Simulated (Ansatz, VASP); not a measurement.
## One calculation of Al2GaSb3, two programs

INCAR

```
PREC = Accurate
ENCUT = 600
EDIFF = 1E-6
ISMEAR = 0
SIGMA = 0.1
LREAL = False
LASPH = True
NELM = 80
ALGO = Normal
ISIF = 3
LWAVE = False
LCHARG = False
GGA = PE
IBRION = 2
NSW = 100
EDIFFG = -0.01
```

KPOINTS

```
Automatic mesh
0
Gamma
  10 10 6
```

POSCAR

```
Al2GaSb3
1.0
    4.1903074149      0.0000000000      0.0000000000
    0.0000000000      4.1903074149      0.0000000000
    0.0000000000      0.0000000000      7.9540840270
Al Ga Sb
2 1 3
Direct
    0.0000000000      0.5000000000      0.7102891232
    0.5000000000      0.0000000000      0.2897108768
    0.0000000000      0.0000000000      0.0000000000
    0.5000000000      0.5000000000      0.0000000000
    0.0000000000      0.5000000000      0.3474610648
    0.5000000000      0.0000000000      0.6525389352
```

Input for Ansatz:

```yaml
crystal:
  lattice:
    - [4.1903074149, 0.0, 0.0]
    - [0.0, 4.1903074149, 0.0]
    - [0.0, 0.0, 7.954084027]
  atoms:
    - { symbol: Al, position: [0.0, 0.5, 0.7102891232] }
    - { symbol: Al, position: [0.5, 0.0, 0.2897108768] }
    - { symbol: Ga, position: [0.0, 0.0, 0.0] }
    - { symbol: Sb, position: [0.5, 0.5, 0.0] }
    - { symbol: Sb, position: [0.0, 0.5, 0.3474610648] }
    - { symbol: Sb, position: [0.5, 0.0, 0.6525389352] }
basis:
  ecutwfc: 420
kpoints:
  mp_grid: { grid: [10, 10, 6] }
hamiltonian:
  xc: pbe
scf:
  occupations: { method: gaussian, width: 0.1 }
output:
  forces: true
  stress: true
  eigenvalues: true
  write_density: true
  write_potential: true
  elf: true
  volumetric_format: npy
relax:
  adjacent_minimum: "off"
  f_tol: 0.01
  max_steps: 80
  cell: { stress_tol: 0.05 }
```

Change from the starting cell: species swapped into the Hf2CuSb3 type (P-4m2, No. 115).

Alike in both runs: task relaxation of cell and atoms; functional PBE; k mesh 10 × 10 × 6; occupations gaussian, width 0.1 eV; no spin polarisation.

|  | VASP | Ansatz |
| --- | --- | --- |
| version | VASP 6.6.1 | Ansatz 0.2.0 |
| potentials or method | VASP PAW PBE potentials, release 64 (Al, Ga_d, Sb), cutoff 600 eV | scalar-relativistic, plane waves, PAW |
| valence electrons in the cell | 34 | 64 |

|  | VASP | Ansatz | Ansatz less VASP |
| --- | --- | --- | --- |
| gap on the k mesh at the Fermi level, each at its own relaxed structure (eV) | none | none | - |
| relaxed volume (Å³/atom) | 23.40 | 23.41 | +0.015 |
| relaxed cell length with the largest relative difference (Å) | 8.265 | 8.279 | +0.0145 |

A gap of «none» marks a metal or a gap that the smearing closes. VASP's potentials hold 34 valence electrons a cell and Ansatz's 64, so a difference there can come from the potentials and not from the codes.

Spin-orbit coupling is off throughout.
